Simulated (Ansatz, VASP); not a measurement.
**Two plane-wave programs on Hf3F**

```
Hf F
1.0
     4.30928    0.00000    0.00000
     0.00000    4.30928    0.00000
     0.00000    0.00000    4.30928
Hf F
3 1
Direct
  0.00000 0.50000 0.50000
  0.50000 0.00000 0.50000
  0.50000 0.50000 0.00000
  0.00000 0.00000 0.00000
```

Alike in both runs: functional PBE; k mesh 4 × 4 × 4; occupations gaussian, width 0.1 eV; no spin polarisation.

Ansatz relaxed the structure, and its values are those at the end. VASP's run is a single point on that final structure, the one shown.

|  | VASP | Ansatz |
| --- | --- | --- |
| version | VASP 6.6.1 | Ansatz 0.2.0 |
| potentials or method | VASP PAW PBE potentials, release 64 (Hf_pv, F), cutoff 520 eV | scalar-relativistic, plane waves, PAW |
| valence electrons in the cell | 37 | 85 |

```tsv
	VASP	Ansatz	Ansatz less VASP
gap on the k mesh at the Fermi level (eV)	none	none	-
pressure (GPa)	-0.4	0.1	+0.45
```

A gap of «none» marks a metal or a gap that the smearing closes. VASP's potentials hold 37 valence electrons a cell and Ansatz's 85, so a difference there can come from the potentials and not from the codes.

The k mesh is coarse, so the values compare programs but aren't converged. Neither program's run includes spin-orbit coupling.
